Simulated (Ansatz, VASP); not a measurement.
# Two plane-wave programs on Ni

INCAR

```
SYSTEM = Ni
ALGO     = Normal         ! electronic algorithm
EDIFF    = 1E-6           ! SCF threshold, eV
ENCUT    = 590            ! plane-wave cutoff, eV
GGA      = PE             ! functional
GGA_COMPAT= .False.      
ISIF     = 2              ! what is computed and relaxed
ISMEAR   = -5             ! smearing method
ISPIN    = 2              ! spin polarisation
IVDW     = 13             ! dispersion correction
LASPH    = .True.         ! aspherical terms in the spheres
LCHARG   = .False.        ! write CHGCAR
LDAU     = .True.         ! DFT+U
LDAUJ    = 0            
LDAUL    = 2              ! shell
LDAUPRINT= 1            
LDAUTYPE = 2            
LDAUU    = 3.5            ! U, eV
LMAXMIX  = 4              ! l up to which the mixer works
LORBIT   = 11             ! projections on sites
LREAL    = .False.        ! projectors in reciprocal space
LWAVE    = .False.        ! write WAVECAR
MAGMOM   = 1              ! initial moments
NBANDS   = 19             ! bands
NELM     = 200            ! most SCF steps
PREC     = Accurate       ! precision mode
SIGMA    = 0.05           ! smearing width, eV
```

File KPOINTS:

```
k-points
0
Gamma
  13 13 13
  0 0 0
```

The input POSCAR:

```
Ni
1.0
    0.0000000000      1.6310973596      1.6310973596
    1.6310973596      0.0000000000      1.6310973596
    1.6310973596      1.6310973596      0.0000000000
Ni
1
Direct
    0.0000000000      0.0000000000      0.0000000000
```

Contents of input.yaml:

```yaml
crystal:
  lattice:
    - [0.0, 1.6310973596, 1.6310973596]
    - [1.6310973596, 0.0, 1.6310973596]
    - [1.6310973596, 1.6310973596, 0.0]
  atoms:
    - { symbol: Ni, position: [0.0, 0.0, 0.0], spin: 1.0 }
hamiltonian:
  xc: pbe
  pseudopotentials: { kind: paw }
  dispersion: d4
  hubbard:
    sites: [{ species: Ni, l: d, u_eff: 3.5 }]
    projectors: all-electron-ortho-atomic
    double_counting: fll
magnetization:
  spin_polarized: true
kpoints:
  mp_grid: { grid: [13, 13, 13] }
scf:
  occupations: { method: tetrahedron }
output:
  forces: true
  stress: true
```

Alike in both runs: task single point; functional PBE; dispersion D4; k mesh 13 × 13 × 13; occupations tetrahedron; collinear spin; Hubbard terms Ni d U = 3.5 eV.

```csv
,VASP,Ansatz
version,VASP 6.6.1,Ansatz 0.2.0
potentials or method,"VASP PAW PBE potentials, release 64 (Ni_sv_GW)",Ansatz PAW
plane-wave cutoff (eV),590,420
valence electrons in the cell,18,18
```

```csv
,VASP,Ansatz,Ansatz less VASP
gap on the k mesh at the Fermi level (eV),none,none,-
net moment per atom (μB),0.67,0.58,-0.088
size of the moment on the site where the two differ most (μB),0.72,0.62,-0.096
```

Site moments also hang on the region over which each program counts them. The programs project onto different local orbitals, so the same U acts differently, and such runs can settle in different states. A gap of «none» marks a metal or a gap that the smearing closes.

Noted on Ansatz's run: the magnetic or orbital state may not be the lowest.
